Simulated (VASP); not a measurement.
# Os (P6_3/mmc) in VASP: further runs

Runs on Os. Level: PBEsol. Tasks: single point.

Program: VASP 6.6.1. These are calculated values, not measurements. Logs are shortened: lines on timing, memory, paths and dates and some standing lists are left out, and cuts for length are marked.

## (1) The cell of the first run

It takes space group P6_3/mmc (No. 194, hexagonal). The conventional cell has a = 2.871 Å, b = 2.871 Å, c = 4.428 Å, α = 90.00°, β = 90.00°, γ = 120.00°. Os (site symmetry -6m2) has 12 Os at 2.77 to 2.87 Å within 3.6 Å.

## (2) Single point, PBEsol (strain +0.050 along x and y, +0.025 along z)

Contents of INCAR:

```
  PREC = Accurate
  ENCUT = 520
  EDIFF = 1E-7
  ISMEAR = 0
  SIGMA = 0.15
  LREAL = F
  LASPH = T
  NELM = 100
  ALGO = Normal
  ISIF = 2
  LWAVE = F
  LCHARG = F
  GGA = PS
  NBANDS = 15
```

Contents of KPOINTS:

```
regular mesh
0
Gamma
  18 18 12
```

Contents of POSCAR:

```
Os
1.0
    2.8708049743      0.0000000000      0.0000000000
   -1.4354024872      2.4861900370      0.0000000000
    0.0000000000      0.0000000000      4.4276925000
Os
2
Direct
    0.3333333333      0.6666666667      0.2500000000
    0.6666666667      0.3333333333      0.7500000000
```

Potentials or basis: VASP PAW PBE potentials, release 64 (Os).

Run with:

```console
$ cat potpaw_PBE.64/Os/POTCAR > POTCAR
$ mpirun -np 1 vasp_std > vasp.out
```

OUTCAR:

```text
PREC = Accurate
   ENCUT = 520
   EDIFF = 1E-7
   ISMEAR = 0
   LREAL = F
   LASPH = T
   NELM = 100
   ISIF = 2
   GGA = PS

 ion  position               nearest neighbor table
   1  0.333  0.667  0.250-   2 2.77   2 2.77   2 2.77   2 2.77   2 2.77   2 2.77
   2  0.667  0.333  0.750-   1 2.77   1 2.77   1 2.77   1 2.77   1 2.77   1 2.77

  LATTYP: Found a hexagonal cell.
 ALAT       =     2.8708049743
 C/A-ratio  =     1.5423174126

  Lattice vectors:

 A1 = (   2.8708049743,   0.0000000000,   0.0000000000)
 A2 = (  -1.4354024872,   2.4861900370,   0.0000000000)
 A3 = (   0.0000000000,   0.0000000000,   4.4276925000)

Analysis of symmetry for initial positions (statically):
=====================================================================
 Subroutine PRICEL returns:
 Original cell was already a primitive cell.

 Routine SETGRP: Setting up the symmetry group for a
 hexagonal supercell.

 Subroutine GETGRP returns: Found 24 space group operations
 (whereof 12 operations were pure point group operations)
 out of a pool of 24 trial point group operations.

The static configuration has the point symmetry D_3d.
 The point group associated with its full space group is D_6h.

Analysis of symmetry for dynamics (positions and initial velocities):
=====================================================================
 Subroutine PRICEL returns:
 Original cell was already a primitive cell.

 Routine SETGRP: Setting up the symmetry group for a
 hexagonal supercell.

 Subroutine GETGRP returns: Found 24 space group operations
 (whereof 12 operations were pure point group operations)
 out of a pool of 24 trial point group operations.

The dynamic configuration has the point symmetry D_3d.
 The point group associated with its full space group is D_6h.

 Subroutine INISYM returns: Found 24 space group operations
 (whereof 12 operations are pure point group operations),
 and found     1 'primitive' translations

----------------------------------------------------------------------------------------

                                     Primitive cell

  volume of cell :      31.6021

  direct lattice vectors                    reciprocal lattice vectors
     2.870804974  0.000000000  0.000000000     0.348334355  0.201110934  0.000000000
    -1.435402487  2.486190037  0.000000000     0.000000000  0.402221868  0.000000000
     0.000000000  0.000000000  4.427692500     0.000000000  0.000000000  0.225851276

  length of vectors
     2.870804974  2.870804974  4.427692500     0.402221868  0.402221868  0.225851276

  position of ions in fractional coordinates (direct lattice)
     0.333333333  0.666666667  0.250000000
     0.666666667  0.333333333  0.750000000

  ion indices of the primitive-cell ions
   primitive index   ion index
                 1           1
                 2           2

----------------------------------------------------------------------------------------

 KPOINTS: regular mesh

Automatic generation of k-mesh.
 Grid dimensions read from file:
 generate k-points for:   18   18   12

 Generating k-lattice:

  Cartesian coordinates                     Fractional coordinates (reciprocal lattice)
     0.019351909  0.011172830  0.000000000     0.055555556  0.000000000  0.000000000
     0.000000000  0.022345659  0.000000000     0.000000000  0.055555556  0.000000000
     0.000000000  0.000000000  0.018820940     0.000000000  0.000000000  0.083333333

  Length of vectors
     0.022345659  0.022345659  0.018820940

  Shift w.r.t. Gamma in fractional coordinates (k-lattice)
     0.000000000  0.000000000  0.000000000

 Subroutine IBZKPT returns following result:
 ===========================================

 Found    259 irreducible k-points:

 Following reciprocal coordinates:
            Coordinates               Weight
  0.000000  0.000000  0.000000      1.000000
  0.055556  0.000000  0.000000      6.000000
  0.111111  0.000000  0.000000      6.000000
  0.166667  0.000000  0.000000      6.000000
  0.222222  0.000000  0.000000      6.000000
  0.277778  0.000000  0.000000      6.000000
[... 16 lines left out ...]
  0.333333  0.111111  0.000000     12.000000
  0.388889  0.111111  0.000000     12.000000
 [... further k-points ...]
   k-points           NKPTS =    259   k-points in BZ     NKDIM =    259   number of bands    NBANDS=     15
   number of dos      NEDOS =    301   number of ions     NIONS =      2
   total plane-waves  NPLWV =  20736
   dimension x,y,z NGX =    24 NGY =   24 NGZ =   36
   dimension x,y,z NGXF=    48 NGYF=   48 NGZF=   72
   ions per type =               2
   NGX,Y,Z   is equivalent  to a cutoff of  13.90, 13.90, 13.52 a.u.
   NGXF,Y,Z  is equivalent  to a cutoff of  27.80, 27.80, 27.03 a.u.
 SYSTEM =  unknown system
   PREC   = accura    normal or accurate (medium, high low for compatibility)
   ISTART =      0    job   : 0-new  1-cont  2-samecut
   ICHARG =      2    charge: 1-file 2-atom 10-const
   ISPIN  =      1    spin polarized calculation?
   LNONCOLLINEAR =      F non collinear calculations
   LSORBIT =      F    spin-orbit coupling
   LASPH  =      T    aspherical Exc in radial PAW
   ENCUT  =  520.0 eV  38.22 Ry    6.18 a.u.   5.34  5.34  8.23*2*pi/ulx,y,z
   NELM   =    100;   NELMIN=  2; NELMDL= -5     # of ELM steps
   EDIFF  = 0.1E-06   stopping-criterion for ELM
   LREAL  =      F    real-space projection
   EDIFFG = 0.1E-05   stopping-criterion for IOM
   NSW    =      0    number of steps for IOM
   IBRION =     -1    ionic relax: 0-MD 1-quasi-New 2-CG
   NFREE  =      0    steps in history (QN), initial steepest desc. (CG)
   ISIF   =      2    stress and relaxation
   ISYM   =      2    0-nonsym 1-usesym 2-fastsym
   POTIM  = 0.5000    time-step for ionic-motion
   TEBEG  =    0.0;   TEEND  =   0.0 temperature during run
   PSTRESS=    0.0 pullay stress
   NELECT =      16.0000    total number of electrons
   NUPDOWN=      -1.0000    fix difference up-down
   EMIN   =  10.00;   EMAX   =-10.00  energy-range for DOS
   EFERMI =   0.00;   METHOD = LEGACY
   ISMEAR =     0;   SIGMA  =   0.15  broadening in eV -4-tet -1-fermi 0-gaus
   EFERMI_NEDOS =   21; number of points for ismear=-14 and -15
   IALGO  =     38    algorithm
   IMIX   =      4    mixing-type and parameters
     AMIX     =   0.40;   BMIX     =  1.00
     AMIX_MAG =   1.60;   BMIX_MAG =  1.00
  volume/ion in A,a.u.               =      15.80       106.63
  Fermi-wavevector in a.u.,A,eV,Ry     =   1.304797  2.465709 23.163859  1.702496
  Thomas-Fermi vector in A             =   2.435709
   LORBIT       =      0    0 simple, 1 ext, 2 COOP (PROOUT), +10 PAW based schemes
   GGA     = PS    functional components
   LHFCALC =     F    Hartree Fock is set to
   AEXX    =    0.0000 exact exchange contribution
   IVDW    =     0    specifies the selected vdW correction
   LEPSILON=     F    determine dielectric tensor
   LRPA    =     F    only Hartree local field effects (RPA)
 non-spin polarized calculation
 Gauss-broadening in eV      SIGMA  =   0.15
  energy-cutoff  :      520.00
  volume of cell :       31.60
 maximum number of plane-waves:       881
 NGX is ok and might be reduce to    24
   NGX = 11   NGY = 11   NGZ = 17

 number of electron      16.0000002 magnetization

 Free energy of the ion-electron system (eV)
  ---------------------------------------------------
  ext. energy  EPLUGINS =         0.00000000
  ---------------------------------------------------
  free energy    TOTEN  =       -23.93655653 eV

  energy without entropy =      -23.91958391  energy(sigma->0) =      -23.92807022

 E-fermi :   7.5548     XC(G=0): -13.4649

 val. band max:        7.5526122587   @ k =   0.2778   0.0000   0.1667
 cond. band min:       7.5637941888   @ k =   0.2222   0.2222   0.0833
 fundamental gap:      0.0111819301
 Fermi energy:         7.5548188336

 k-point     1 :       0.0000    0.0000    0.0000
  band No.  band energies     occupation
      1      -2.3501      2.00000
      2       0.8687      2.00000
      3       4.9721      2.00000
      4       4.9721      2.00000
      5       5.4343      2.00000
      6       5.7168      2.00000
      7       5.7168      2.00000
      8       6.0459      2.00000
      9       6.0459      2.00000
     10       7.8422      0.00674
     11       8.9448      0.00000
     12       8.9448      0.00000
     13      15.5092      0.00000
     14      21.4612      0.00000
     15      24.4747      0.00000

 k-point     2 :       0.0556    0.0000    0.0000
  band No.  band energies     occupation
      1      -2.2425      2.00000
      2       0.9612      2.00000
      3       4.7679      2.00000
      4       5.0628      2.00000
      5       5.6079      2.00000
      6       5.6635      2.00000
      7       5.7999      2.00000
      8       5.9378      2.00000
      9       5.9736      2.00000
     10       7.2296      1.99783
     11       8.9964      0.00000
     12       9.7136      0.00000
     13      15.4994      0.00000
     14      21.6621      0.00000
     15      24.6008      0.00000

 k-point     3 :       0.1111    0.0000    0.0000
  band No.  band energies     occupation
      1      -1.9270      2.00000
      2       1.2214      2.00000
      3       4.4103      2.00000
      4       5.3309      2.00000
      5       5.4889      2.00000
      6       5.5154      2.00000
      7       5.7806      2.00000
      8       5.9388      2.00000
      9       6.0448      2.00000
     10       6.5808      2.00000
     11       9.1294      0.00000
     12      10.9331      0.00000
     13      15.4602      0.00000
     14      22.1676      0.00000
     15      24.9237      0.00000

 k-point     4 :       0.1667    0.0000    0.0000
  band No.  band energies     occupation
      1      -1.4272      2.00000
      2       1.5857      2.00000
      3       4.0576      2.00000
      4       4.7957      2.00000
      5       5.2834      2.00000
      6       5.5176      2.00000
      7       5.7649      2.00000
      8       6.2469      2.00000
      9       6.3259      2.00000
     10       6.4384      2.00000
     11       9.2991      0.00000
     12      12.2438      0.00000
     13      15.3766      0.00000
     14      22.2706      0.00000
     15      24.5719      0.00000
[... 307 lines left out ...]
 k-point    22 :       0.2778    0.1111    0.0000
  band No.  band energies     occupation
      1       0.8515      2.00000
      2       2.1645      2.00000
      3       2.7842      2.00000
      4       3.6946      2.00000
      5       4.5711      2.00000
      6       5.4059      2.00000
      7       5.7014      2.00000
      8       7.6038      0.64397
      9       8.1431      0.00000
     10       8.9741      0.00000
     11       9.6293      0.00000
     12      15.1173      0.00000
     13      16.6579      0.00000
     14      16.8908      0.00000
     15      19.0601      0.00000

 k-point    23 :       0.3333    0.1111    0.0000
  band No.  band energies     occupation
      1       1.3380      2.00000
      2       1.9756      2.00000
      3       2.4232      2.00000
      4       4.0277      2.00000
      5       4.4637      2.00000
      6       5.5291      2.00000
      7       5.7609      2.00000
      8       8.2378      0.00000
      9       8.7280      0.00000
     10       9.6870      0.00000
     11       9.8019      0.00000
     12      14.6459      0.00000
     13      15.7902      0.00000
     14      17.7872      0.00000
     15      17.8915      0.00000

 k-point    24 :       0.3889    0.1111    0.0000
  band No.  band energies     occupation
      1       1.5978      2.00000
      2       1.8339      2.00000
      3       2.2022      2.00000
      4       4.3756      2.00000
      5       4.4045      2.00000
      6       5.4114      2.00000
      7       6.0415      2.00000
      8       8.8487      0.00000
      9       9.0987      0.00000
     10       9.7204      0.00000
     11      10.6388      0.00000
     12      13.2303      0.00000
     13      16.0804      0.00000
     14      17.0135      0.00000
     15      18.6409      0.00000

 [... further k-points ...]

------------------------ aborting loop because EDIFF is reached ----------------------------------------

  FORCE on cell =-STRESS in cart. coord.  units (eV):
  Direction    XX          YY          ZZ          XY          YZ          ZX
  --------------------------------------------------------------------------------------
  -------------------------------------------------------------------------------------
  Total       -8.4206915     -8.4206915     -7.2626056      0.0000000     -0.0000000      0.0000000
  in kB     -426.9164378   -426.9164378   -368.2032159      0.0000000     -0.0000000      0.0000000
  external PRESSURE =    -407.3453639 kB  Pullay stress =       0.0000000 kB

 VOLUME and BASIS-vectors are now :
 -----------------------------------------------------------------------------
  energy-cutoff  :      520.00
  volume of cell :       31.60
      direct lattice vectors                 reciprocal lattice vectors
     2.870804974  0.000000000  0.000000000     0.348334355  0.201110934  0.000000000
    -1.435402487  2.486190037  0.000000000     0.000000000  0.402221868  0.000000000
     0.000000000  0.000000000  4.427692500     0.000000000  0.000000000  0.225851276

 POSITION                                       TOTAL-FORCE (eV/Angst)
 -----------------------------------------------------------------------------------
     -0.00000      1.65746      1.10692        -0.000000      0.000000      0.000000
      1.43540      0.82873      3.32077         0.000000     -0.000000      0.000000
 -----------------------------------------------------------------------------------
    total drift:                               -0.000000      0.000000     -0.000000

  FREE ENERGIE OF THE ION-ELECTRON SYSTEM (eV)
  ---------------------------------------------------
  free  energy   TOTEN  =       -23.9365565327 eV

  energy  without entropy=      -23.9195839116  energy(sigma->0) =      -23.92807022
```

It took 2.1 min on 1 thread of Oxide Virtual Turin-like, shared host; peak memory 0.2 GiB.

What came out:

```yaml
Free_energy: -23.9366 eV
Pressure: -40.7 GPa
Band_gap_on_the_k_mesh: zero (band 8 reaches 9.17 eV, above the bottom of band 9 at 5.97 eV)
```

Stress tensor (GPa, compression positive):
```
-42.69   0.00   0.00
  0.00 -42.69   0.00
  0.00   0.00 -36.82
```

Caveat: the cell differs from its parent crystal (strain +0.050 along x and y, +0.025 along z); the PAW data sets were made with another functional, which shifts forces and pressure a little; spin-orbit coupling is left out, which moves the levels of the heavy elements.

## (3) Single point, PBEsol (strain +0.050 along x and y, +0.050 along z)

Contents of INCAR:

```
SYSTEM = Os
PREC = Accurate
ENCUT = 520
EDIFF = 1E-6
ISMEAR = 0
SIGMA = 0.15
LREAL = .FALSE.
LASPH = .TRUE.
NELM = 100
ALGO = Normal
ISIF = 2
LWAVE = .FALSE.
LCHARG = .TRUE.
GGA = PS
LELF = .TRUE.
LVHAR = .TRUE.
NBANDS = 15
```

Contents of KPOINTS:

```
Automatic mesh
0
G
  18 18 12
  0 0 0
```

Edit POSCAR of step 2 so:

```diff
@@ -4,3 +4,3 @@
    -1.4354024872      2.4861900370      0.0000000000
-    0.0000000000      0.0000000000      4.4276925000
+    0.0000000000      0.0000000000      4.5356850000
 Os
```

Potentials or basis: VASP PAW PBE potentials, release 64 (Os).

Run with:

```console
$ cat potpaw_PBE.64/Os/POTCAR > POTCAR
$ mpirun -np 1 vasp_std > vasp.out
```

OUTCAR:

```text
SYSTEM = Os
   PREC = Accurate
   ENCUT = 520
   EDIFF = 1E-6
   ISMEAR = 0
   LREAL = .FALSE.
   LASPH = .TRUE.
   NELM = 100
   ISIF = 2
   GGA = PS

 ion  position               nearest neighbor table
   1  0.333  0.667  0.250-   2 2.81   2 2.81   2 2.81   2 2.81   2 2.81   2 2.81
   2  0.667  0.333  0.750-   1 2.81   1 2.81   1 2.81   1 2.81   1 2.81   1 2.81

  LATTYP: Found a hexagonal cell.
 ALAT       =     2.8708049743
 C/A-ratio  =     1.5799349105

  Lattice vectors:

[... 623 lines left out ...]

  FORCE on cell =-STRESS in cart. coord.  units (eV):
  Direction    XX          YY          ZZ          XY          YZ          ZX
  --------------------------------------------------------------------------------------
  -------------------------------------------------------------------------------------
  Total       -9.1091536     -9.1091536     -9.7480631      0.0000000     -0.0000000      0.0000000
  in kB     -450.8247089   -450.8247089   -482.4452306      0.0000000     -0.0000000      0.0000000
  external PRESSURE =    -461.3648828 kB  Pullay stress =       0.0000000 kB

 VOLUME and BASIS-vectors are now :
 -----------------------------------------------------------------------------
  energy-cutoff  :      520.00
  volume of cell :       32.37
      direct lattice vectors                 reciprocal lattice vectors
     2.870804974  0.000000000  0.000000000     0.348334355  0.201110934  0.000000000
    -1.435402487  2.486190037  0.000000000     0.000000000  0.402221868  0.000000000
     0.000000000  0.000000000  4.535685000     0.000000000  0.000000000  0.220473864

 POSITION                                       TOTAL-FORCE (eV/Angst)
 -----------------------------------------------------------------------------------
     -0.00000      1.65746      1.13392        -0.000000     -0.000000      0.000000
      1.43540      0.82873      3.40176         0.000000      0.000000      0.000000
 -----------------------------------------------------------------------------------
    total drift:                                0.000000     -0.000000     -0.000000

  FREE ENERGIE OF THE ION-ELECTRON SYSTEM (eV)
  ---------------------------------------------------
  free  energy   TOTEN  =       -23.7316420148 eV

  energy  without entropy=      -23.7143442113  energy(sigma->0) =      -23.72299311
```

OSZICAR:

```text
N       E                     dE             d eps       ncg     rms          rms(c)
DAV:   1     0.920172174848E+02    0.92017E+02   -0.73018E+03  7770   0.100E+03
DAV:   2    -0.204256577638E+02   -0.11244E+03   -0.98089E+02  7946   0.310E+02
DAV:   3    -0.254923733842E+02   -0.50667E+01   -0.48255E+01 10612   0.560E+01
DAV:   4    -0.255393221205E+02   -0.46949E-01   -0.46894E-01  8296   0.578E+00
DAV:   5    -0.255395949644E+02   -0.27284E-03   -0.27283E-03 10640   0.402E-01    0.173E+01
DAV:   6    -0.240429369832E+02    0.14967E+01   -0.16851E+00  9604   0.109E+01    0.631E+00
DAV:   7    -0.237402847171E+02    0.30265E+00   -0.71033E-01 10068   0.699E+00    0.294E-01
DAV:   8    -0.237341220140E+02    0.61627E-02   -0.60251E-03  7959   0.542E-01    0.180E-01
DAV:   9    -0.237316370910E+02    0.24849E-02   -0.94036E-04  9478   0.303E-01    0.430E-02
DAV:  10    -0.237316564428E+02   -0.19352E-04   -0.41560E-05  9807   0.588E-02    0.185E-02
DAV:  11    -0.237316426455E+02    0.13797E-04   -0.30674E-06  8980   0.166E-02    0.186E-03
DAV:  12    -0.237316420148E+02    0.63070E-06   -0.13411E-07  5068   0.390E-03
   1 F= -.23731642E+02 E0= -.23722993E+02  d E =-.172978E-01
```

Wall time 3.4 min (1 thread of Oxide Virtual Turin-like, shared host); peak memory 0.21 GiB.

Results:

* Free energy: -23.7316 eV
* Pressure: -46.1 GPa
* Band gap on the k mesh: zero (band 8 reaches 8.80 eV, above the bottom of band 9 at 5.69 eV)

Caveat: the cell differs from its parent crystal (strain +0.050 along x and y, +0.050 along z); the PAW data sets were made with another functional, which shifts forces and pressure a little; spin-orbit coupling is left out, which moves the levels of the heavy elements.
